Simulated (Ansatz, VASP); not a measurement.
## Two plane-wave programs on BaTiO3

```
Ba Ti O
1.0
     2.82767    1.63255    2.31773
    -2.82767    1.63255    2.31773
     0.00000   -3.26511    2.31773
Ba Ti O
1 1 3
Direct
  0.03347 0.98847 0.00184
  0.50610 0.52748 0.53723
  0.48625 0.49715 0.97115
  0.47409 0.98642 0.47201
  0.97879 0.47918 0.49647
```

Alike in both runs: functional PBE; k mesh 7 × 7 × 7; occupations fermi-dirac, width 0.05 eV; no spin polarisation; Hubbard terms Ti d U = 6.0 eV.

```csv
,VASP,Ansatz
version,VASP 6.6.1,Ansatz 0.2.0
potentials or method,"VASP PAW PBE potentials, release 64 (Ba_sv, Ti_sv, O)",Ansatz PAW
plane-wave cutoff (eV),520,420
valence electrons in the cell,40,40
task,single point,band structure
```

|  | VASP | Ansatz | Ansatz less VASP |
| --- | --- | --- | --- |
| gap on the k mesh at the Fermi level (eV) | 3.42 | 3.44 | +0.019 |
| least direct gap on the mesh (eV) | 3.94 | 3.92 | -0.020 |
| pressure (GPa) | 17.3 | 11.9 | -5.40 |
| traceless stress, the component that is largest in VASP (GPa) | -5.57 | -4.58 | +0.992 |
| rms of the force components (eV/Å) | 1.458 | 0.989 | -0.4690 |

The programs project onto different local orbitals, so the same U acts differently, and such runs can settle in different states. Atom by atom the forces differ by 0.509 eV/Å (rms over components).

Neither program's run includes spin-orbit coupling. Noted on Ansatz's run: the k mesh misses the band edges, so the gap on the mesh is wider than the one along the path.
